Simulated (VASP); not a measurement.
# Ga (I4/mmm) in VASP: a series of runs

Runs on Ga. Level: PBEsol. Tasks: electric field gradients.

Everything below comes from runs of VASP 6.6.1. Logs are shortened: lines on timing, memory, paths and dates and some standing lists are left out, and cuts for length are marked.

## 1. The cell of the first run

The structure is tetragonal, space group I4/mmm (No. 139). The conventional cell has a = 2.751 Å, b = 2.751 Å, c = 4.367 Å, α = 90.00°, β = 90.00°, γ = 90.00°. Ga (site symmetry 4/mmm) has 12 Ga at 2.75 to 2.92 Å within 3.6 Å.

## 2. Electric field gradients, PBEsol (volume scaled by 0.94)

The input, INCAR:

```
SYSTEM = Ga
PREC = Accurate
ENCUT = 520
EDIFF = 1E-8
ISMEAR = -1
SIGMA = 0.03
LREAL = .FALSE.
LASPH = .TRUE.
NELM = 80
ALGO = Normal
ISIF = 2
LWAVE = .FALSE.
LCHARG = .FALSE.
GGA = PS
LEFG = .TRUE.
NBANDS = 12
```

The input, KPOINTS:

```
Automatic mesh
0
G
  16 16 16
  0 0 0
```

The input, POSCAR:

```
Ga
1.0
   -1.3753388966      1.3753388966      2.1834974363
    1.3753388966     -1.3753388966      2.1834974363
    1.3753388966      1.3753388966     -2.1834974363
Ga
1
Direct
    0.0000000000      0.0000000000      0.0000000000
```

Potentials or basis: VASP PAW PBE potentials, release 64 (Ga_d).

The run is started by

```console
$ cat potpaw_PBE.64/Ga_d/POTCAR > POTCAR
$ mpirun -np 1 vasp_std > vasp.out
```

OUTCAR:

```text
SYSTEM = Ga
   PREC = Accurate
   ENCUT = 520
   EDIFF = 1E-8
   ISMEAR = -1
   LREAL = .FALSE.
   LASPH = .TRUE.
   NELM = 80
   ISIF = 2
   GGA = PS

 ion  position               nearest neighbor table
   1  0.000  0.000  0.000-

  LATTYP: Found a body centered tetragonal cell.
 ALAT       =     2.7506777932
 C/A-ratio  =     1.5876068376

  Lattice vectors:

 A1 = (  -1.3753388966,   1.3753388966,   2.1834974363)
 A2 = (   1.3753388966,  -1.3753388966,   2.1834974363)
 A3 = (   1.3753388966,   1.3753388966,  -2.1834974363)

Analysis of symmetry for initial positions (statically):
=====================================================================
 Subroutine PRICEL returns:
 Original cell was already a primitive cell.

 Routine SETGRP: Setting up the symmetry group for a
 body centered tetragonal supercell.

 Subroutine GETGRP returns: Found 16 space group operations
 (whereof 16 operations were pure point group operations)
 out of a pool of 16 trial point group operations.

The static configuration has the point symmetry D_4h.

Analysis of symmetry for dynamics (positions and initial velocities):
=====================================================================
 Subroutine PRICEL returns:
 Original cell was already a primitive cell.

 Routine SETGRP: Setting up the symmetry group for a
 body centered tetragonal supercell.

 Subroutine GETGRP returns: Found 16 space group operations
 (whereof 16 operations were pure point group operations)
 out of a pool of 16 trial point group operations.

The dynamic configuration has the point symmetry D_4h.

 Subroutine INISYM returns: Found 16 space group operations
 (whereof 16 operations are pure point group operations),
 and found     1 'primitive' translations

----------------------------------------------------------------------------------------

                                     Primitive cell

  volume of cell :      16.5208

  direct lattice vectors                    reciprocal lattice vectors
    -1.375338897  1.375338897  2.183497436     0.000000000  0.363546760  0.228990422
     1.375338897 -1.375338897  2.183497436     0.363546760  0.000000000  0.228990422
     1.375338897  1.375338897 -2.183497436     0.363546760  0.363546760  0.000000000

  length of vectors
     2.924170859  2.924170859  2.924170859     0.429654350  0.429654350  0.514132759

  position of ions in fractional coordinates (direct lattice)
     0.000000000  0.000000000  0.000000000

  ion indices of the primitive-cell ions
   primitive index   ion index
                 1           1

----------------------------------------------------------------------------------------

 KPOINTS: Automatic mesh

Automatic generation of k-mesh.
 Grid dimensions read from file:
 generate k-points for:   16   16   16

 Generating k-lattice:

  Cartesian coordinates                     Fractional coordinates (reciprocal lattice)
     0.000000000  0.022721673  0.014311901     0.062500000  0.000000000  0.000000000
     0.022721673  0.000000000  0.014311901     0.000000000  0.062500000  0.000000000
     0.022721673  0.022721673  0.000000000     0.000000000  0.000000000  0.062500000

  Length of vectors
     0.026853397  0.026853397  0.032133297

  Shift w.r.t. Gamma in fractional coordinates (k-lattice)
     0.000000000  0.000000000  0.000000000

 Subroutine IBZKPT returns following result:
 ===========================================

 Found    349 irreducible k-points:

 Following reciprocal coordinates:
            Coordinates               Weight
  0.000000  0.000000  0.000000      1.000000
  0.062500  0.000000  0.000000      8.000000
  0.125000  0.000000  0.000000      8.000000
  0.187500  0.000000 -0.000000      8.000000
  0.250000  0.000000  0.000000      8.000000
  0.312500  0.000000  0.000000      8.000000
[... 16 lines left out ...]
 -0.125000  0.062500  0.000000     16.000000
 -0.062500  0.062500  0.000000      4.000000
 [... further k-points ...]
   k-points           NKPTS =    349   k-points in BZ     NKDIM =    349   number of bands    NBANDS=     12
   number of dos      NEDOS =    301   number of ions     NIONS =      1
   total plane-waves  NPLWV =  13824
   dimension x,y,z NGX =    24 NGY =   24 NGZ =   24
   dimension x,y,z NGXF=    48 NGYF=   48 NGZF=   48
   ions per type =               1
   NGX,Y,Z   is equivalent  to a cutoff of  13.64, 13.64, 13.64 a.u.
   NGXF,Y,Z  is equivalent  to a cutoff of  27.29, 27.29, 27.29 a.u.
 SYSTEM =  Ga
   PREC   = accura    normal or accurate (medium, high low for compatibility)
   ISTART =      0    job   : 0-new  1-cont  2-samecut
   ICHARG =      2    charge: 1-file 2-atom 10-const
   ISPIN  =      1    spin polarized calculation?
   LNONCOLLINEAR =      F non collinear calculations
   LSORBIT =      F    spin-orbit coupling
   LASPH  =      T    aspherical Exc in radial PAW
   ENCUT  =  520.0 eV  38.22 Ry    6.18 a.u.   5.44  5.44  5.44*2*pi/ulx,y,z
   NELM   =     80;   NELMIN=  2; NELMDL= -5     # of ELM steps
   EDIFF  = 0.1E-07   stopping-criterion for ELM
   LREAL  =      F    real-space projection
   EDIFFG = 0.1E-06   stopping-criterion for IOM
   NSW    =      0    number of steps for IOM
   IBRION =     -1    ionic relax: 0-MD 1-quasi-New 2-CG
   NFREE  =      0    steps in history (QN), initial steepest desc. (CG)
   ISIF   =      2    stress and relaxation
   ISYM   =      2    0-nonsym 1-usesym 2-fastsym
   POTIM  = 0.5000    time-step for ionic-motion
   TEBEG  =    0.0;   TEEND  =   0.0 temperature during run
   PSTRESS=    0.0 pullay stress
   NELECT =      13.0000    total number of electrons
   NUPDOWN=      -1.0000    fix difference up-down
   EMIN   =  10.00;   EMAX   =-10.00  energy-range for DOS
   EFERMI =   0.00;   METHOD = LEGACY
   ISMEAR =    -1;   SIGMA  =   0.03  broadening in eV -4-tet -1-fermi 0-gaus
   EFERMI_NEDOS =   21; number of points for ismear=-14 and -15
   IALGO  =     38    algorithm
   IMIX   =      4    mixing-type and parameters
     AMIX     =   0.40;   BMIX     =  1.00
     AMIX_MAG =   1.60;   BMIX_MAG =  1.00
  volume/ion in A,a.u.               =      16.52       111.49
  Fermi-wavevector in a.u.,A,eV,Ry     =   1.511397  2.856126 31.080075  2.284321
  Thomas-Fermi vector in A             =   2.621460
   LORBIT       =      0    0 simple, 1 ext, 2 COOP (PROOUT), +10 PAW based schemes
   GGA     = PS    functional components
   LHFCALC =     F    Hartree Fock is set to
   AEXX    =    0.0000 exact exchange contribution
   IVDW    =     0    specifies the selected vdW correction
   LEPSILON=     F    determine dielectric tensor
   LRPA    =     F    only Hartree local field effects (RPA)
 non-spin polarized calculation
  energy-cutoff  :      520.00
  volume of cell :       16.52
 maximum number of plane-waves:       464
 NGX is ok and might be reduce to    24
   NGX = 11   NGY = 11   NGZ = 11

 number of electron      13.0000006 magnetization

 Free energy of the ion-electron system (eV)
  ---------------------------------------------------
  ext. energy  EPLUGINS =         0.00000000
  ---------------------------------------------------
  free energy    TOTEN  =        -3.31956964 eV

  energy without entropy =       -3.31883087  energy(sigma->0) =       -3.31920025

 E-fermi :   6.7129     XC(G=0): -11.8329

 val. band max:        6.7102820216   @ k =  -0.3125   0.5000   0.3125
 cond. band min:       6.7356392441   @ k =   0.3750   0.3125   0.1250
 fundamental gap:      0.0253572225
 Fermi energy:         6.7128895569

 k-point     1 :       0.0000    0.0000    0.0000
  band No.  band energies     occupation
      1      -8.3755      2.00000
      2      -8.2219      2.00000
      3      -8.2219      2.00000
      4      -8.1927      2.00000
      5      -8.0308      2.00000
      6      -5.4181      2.00000
      7      20.4514      0.00000
      8      20.4514      0.00000
      9      20.5470      0.00000
     10      23.5005      0.00000
     11      23.8074      0.00000
     12      24.4154      0.00000

 k-point     2 :       0.0625    0.0000    0.0000
  band No.  band energies     occupation
      1      -8.3687      2.00000
      2      -8.2246      2.00000
      3      -8.2163      2.00000
      4      -8.1907      2.00000
      5      -8.0343      2.00000
      6      -5.3070      2.00000
      7      18.9710      0.00000
      8      20.1012      0.00000
      9      20.2947      0.00000
     10      22.7025      0.00000
     11      24.3697      0.00000
     12      24.7632      0.00000

 k-point     3 :       0.1250    0.0000    0.0000
  band No.  band energies     occupation
      1      -8.3537      2.00000
      2      -8.2365      2.00000
      3      -8.2013      2.00000
      4      -8.1780      2.00000
      5      -8.0431      2.00000
      6      -4.9710      2.00000
      7      16.2550      0.00000
      8      19.2283      0.00000
      9      19.9563      0.00000
     10      22.3863      0.00000
     11      23.8813      0.00000
     12      25.6597      0.00000
[... 286 lines left out ...]
 k-point    23 :      -0.1250    0.0625    0.0000
  band No.  band energies     occupation
      1      -8.3374      2.00000
      2      -8.2434      2.00000
      3      -8.2046      2.00000
      4      -8.1763      2.00000
      5      -8.0510      2.00000
      6      -4.9874      2.00000
      7      17.0807      0.00000
      8      18.4849      0.00000
      9      19.7780      0.00000
     10      21.6502      0.00000
     11      25.3437      0.00000
     12      25.8316      0.00000

 k-point    24 :      -0.0625    0.0625    0.0000
  band No.  band energies     occupation
      1      -8.3579      2.00000
      2      -8.2322      2.00000
      3      -8.2143      2.00000
      4      -8.1868      2.00000
      5      -8.0396      2.00000
      6      -5.2594      2.00000
      7      19.1901      0.00000
      8      19.5221      0.00000
      9      19.9195      0.00000
     10      21.7861      0.00000
     11      25.3140      0.00000
     12      25.3363      0.00000

 [... further k-points ...]

------------------------ aborting loop because EDIFF is reached ----------------------------------------

  FORCE on cell =-STRESS in cart. coord.  units (eV):
  Direction    XX          YY          ZZ          XY          YZ          ZX
  --------------------------------------------------------------------------------------
  -------------------------------------------------------------------------------------
  Total        0.5780873      0.5780873      0.4436903      0.0000000     -0.0000000      0.0000000
  in kB       56.0624214     56.0624214     43.0287147      0.0000000     -0.0000000      0.0000000
  external PRESSURE =      51.7178525 kB  Pullay stress =       0.0000000 kB

 VOLUME and BASIS-vectors are now :
 -----------------------------------------------------------------------------
  energy-cutoff  :      520.00
  volume of cell :       16.52
      direct lattice vectors                 reciprocal lattice vectors
    -1.375338897  1.375338897  2.183497436     0.000000000  0.363546760  0.228990422
     1.375338897 -1.375338897  2.183497436     0.363546760  0.000000000  0.228990422
     1.375338897  1.375338897 -2.183497436     0.363546760  0.363546760  0.000000000

 POSITION                                       TOTAL-FORCE (eV/Angst)
 -----------------------------------------------------------------------------------
      0.00000      0.00000      0.00000         0.000000     -0.000000      0.000000
 -----------------------------------------------------------------------------------
    total drift:                               -0.000000      0.000000      0.000000

  FREE ENERGIE OF THE ION-ELECTRON SYSTEM (eV)
  ---------------------------------------------------
  free  energy   TOTEN  =        -3.3195696382 eV

  energy  without entropy=       -3.3188308672  energy(sigma->0) =       -3.31920025

 Electric field gradients (V/A^2)
---------------------------------------------------------------------
 ion       V_xx      V_yy      V_zz      V_xy      V_xz      V_yz
---------------------------------------------------------------------
   1     -11.845   -11.845    23.690     0.001    -0.000    -0.000
---------------------------------------------------------------------

 Electric field gradients after diagonalization (V/A^2)
 (convention: |V_zz| > |V_xx| > |V_yy|)
----------------------------------------------------------------------
 ion       V_xx      V_yy      V_zz     asymmetry (V_yy - V_xx)/ V_zz
----------------------------------------------------------------------
   1     -11.846   -11.844    23.690       0.000
----------------------------------------------------------------------

           NMR quadrupolar parameters

 Cq : quadrupolar parameter    Cq=e*Q*V_zz/h
 eta: asymmetry parameters     (V_yy - V_xx)/ V_zz
 Q  : nuclear electric quadrupole moment in mb (millibarn)
----------------------------------------------------------------------
 ion       Cq(MHz)       eta       Q (mb)
----------------------------------------------------------------------
   1       0.057       0.000       1.000
----------------------------------------------------------------------
```

It took 35 s on 1 thread of Intel Xeon Platinum 8559C (Emerald Rapids), shared host; peak memory 0.18 GiB.

What came out:

```
Free energy : -3.3196 eV
Pressure    : 5.2 GPa
```

Electric field gradients, principal values (V/Å²):
| atom | least | middle | greatest (by size) |
| --- | --- | --- | --- |
| 1 Ga | -11.844 | -11.846 | 23.690 |

Caveat: without QUAD_EFG the Cq values of the log hold for a quadrupole moment of 1 mb, not for the nuclei; the PAW data sets were made with another functional, which shifts forces and pressure a little.

## 3. Electric field gradients, PBEsol (volume scaled by 0.98)

The input, INCAR:

```
SYSTEM = Ga
ALGO = Normal ; EDIFF = 1E-8
ENCUT = 520 ; GGA = PS
ISIF = 2 ; ISMEAR = -1
LASPH = .True. ; LCHARG = .False.
LEFG = .True. ; LREAL = .False.
LWAVE = .False. ; NBANDS = 12
NELM = 80 ; PREC = Accurate
SIGMA = 0.03
```

The input, KPOINTS:

```
k-points
0
Gamma
  16 16 16
  0 0 0
```

The input, POSCAR:

```
Ga
1.0
   -1.3945768973      1.3945768973      2.2140398177
    1.3945768973     -1.3945768973      2.2140398177
    1.3945768973      1.3945768973     -2.2140398177
Ga
1
Direct
    0.0000000000      0.0000000000      0.0000000000
```

Potentials or basis: VASP PAW PBE potentials, release 64 (Ga_d).

The run is started by

```console
$ cat potpaw_PBE.64/Ga_d/POTCAR > POTCAR
$ mpirun -np 1 vasp_std > vasp.out
```

OUTCAR:

```text
SYSTEM = Ga
   EDIFF = 1E-8
   ENCUT = 520
   GGA = PS
   ISIF = 2
   ISMEAR = -1
   LASPH = .True.
   LREAL = .False.
   NELM = 80
   PREC = Accurate

 ion  position               nearest neighbor table
   1  0.000  0.000  0.000-

  LATTYP: Found a body centered tetragonal cell.
 ALAT       =     2.7891537946
 C/A-ratio  =     1.5876068376

  Lattice vectors:

 A1 = (  -1.3945768973,   1.3945768973,   2.2140398177)
 A2 = (   1.3945768973,  -1.3945768973,   2.2140398177)
 A3 = (   1.3945768973,   1.3945768973,  -2.2140398177)

Analysis of symmetry for initial positions (statically):
=====================================================================
 Subroutine PRICEL returns:
 Original cell was already a primitive cell.

 Routine SETGRP: Setting up the symmetry group for a
 body centered tetragonal supercell.

 Subroutine GETGRP returns: Found 16 space group operations
 (whereof 16 operations were pure point group operations)
[... 540 lines left out ...]

 VOLUME and BASIS-vectors are now :
 -----------------------------------------------------------------------------
  energy-cutoff  :      520.00
  volume of cell :       17.22
      direct lattice vectors                 reciprocal lattice vectors
    -1.394576897  1.394576897  2.214039818     0.000000000  0.358531682  0.225831530
     1.394576897 -1.394576897  2.214039818     0.358531682  0.000000000  0.225831530
     1.394576897  1.394576897 -2.214039818     0.358531682  0.358531682  0.000000000

 POSITION                                       TOTAL-FORCE (eV/Angst)
 -----------------------------------------------------------------------------------
      0.00000      0.00000      0.00000         0.000000     -0.000000     -0.000000
 -----------------------------------------------------------------------------------
    total drift:                               -0.000000      0.000000      0.000000

  FREE ENERGIE OF THE ION-ELECTRON SYSTEM (eV)
  ---------------------------------------------------
  free  energy   TOTEN  =        -3.3351528332 eV

  energy  without entropy=       -3.3344263898  energy(sigma->0) =       -3.33478961

 Electric field gradients (V/A^2)
---------------------------------------------------------------------
 ion       V_xx      V_yy      V_zz      V_xy      V_xz      V_yz
---------------------------------------------------------------------
   1     -10.926   -10.926    21.851    -0.001    -0.001    -0.001
---------------------------------------------------------------------

 Electric field gradients after diagonalization (V/A^2)
 (convention: |V_zz| > |V_xx| > |V_yy|)
----------------------------------------------------------------------
 ion       V_xx      V_yy      V_zz     asymmetry (V_yy - V_xx)/ V_zz
----------------------------------------------------------------------
   1     -10.927   -10.924    21.851       0.000
----------------------------------------------------------------------

           NMR quadrupolar parameters

 Cq : quadrupolar parameter    Cq=e*Q*V_zz/h
 eta: asymmetry parameters     (V_yy - V_xx)/ V_zz
 Q  : nuclear electric quadrupole moment in mb (millibarn)
----------------------------------------------------------------------
 ion       Cq(MHz)       eta       Q (mb)
----------------------------------------------------------------------
   1       0.053       0.000       1.000
----------------------------------------------------------------------
```

OSZICAR:

```text
N       E                     dE             d eps       ncg     rms          rms(c)
DAV:   1     0.418422902381E+02    0.41842E+02   -0.66479E+03  9152   0.192E+03
DAV:   2    -0.139233984818E+01   -0.43235E+02   -0.41590E+02  8896   0.259E+02
DAV:   3    -0.336844623690E+01   -0.19761E+01   -0.19721E+01  9596   0.446E+01
DAV:   4    -0.338374282980E+01   -0.15297E-01   -0.15295E-01  9684   0.415E+00
DAV:   5    -0.338389999778E+01   -0.15717E-03   -0.15716E-03  9892   0.405E-01    0.104E+00
DAV:   6    -0.334423773627E+01    0.39662E-01   -0.65620E-02 10520   0.550E+00    0.478E-01
DAV:   7    -0.333623927443E+01    0.79985E-02   -0.92678E-03 10716   0.175E+00    0.141E-01
DAV:   8    -0.333515068471E+01    0.10886E-02   -0.86516E-04 10816   0.531E-01    0.729E-03
DAV:   9    -0.333515226826E+01   -0.15836E-05   -0.73177E-06 10748   0.449E-02    0.345E-03
DAV:  10    -0.333515290353E+01   -0.63526E-06   -0.30008E-07  9744   0.862E-03    0.213E-04
DAV:  11    -0.333515285791E+01    0.45612E-07   -0.65422E-09  7248   0.134E-03    0.929E-05
DAV:  12    -0.333515283404E+01    0.23878E-07   -0.83874E-10  5864   0.379E-04    0.502E-06
DAV:  13    -0.333515283322E+01    0.81855E-09   -0.17874E-10  5200   0.180E-04
   1 F= -.33351528E+01 E0= -.33347896E+01  d E =-.726443E-03
```

Run time: 34 s. Hardware: 1 thread of Intel Xeon Platinum 8559C (Emerald Rapids), shared host; peak memory 0.18 GiB.

What came out:

```yaml
Free_energy: -3.3352 eV
Pressure: 2.0 GPa
```

Stress tensor (GPa, compression positive):
```
2.36 0.00 0.00
0.00 2.36 0.00
0.00 0.00 1.40
```

Electric field gradients, principal values (V/Å²):
| atom | least | middle | greatest (by size) |
| --- | --- | --- | --- |
| 1 Ga | -10.924 | -10.927 | 21.851 |

Caveat: without QUAD_EFG the Cq values of the log hold for a quadrupole moment of 1 mb, not for the nuclei; the PAW data sets were made with another functional, which shifts forces and pressure a little.

(Continued in part 2 of 2.)
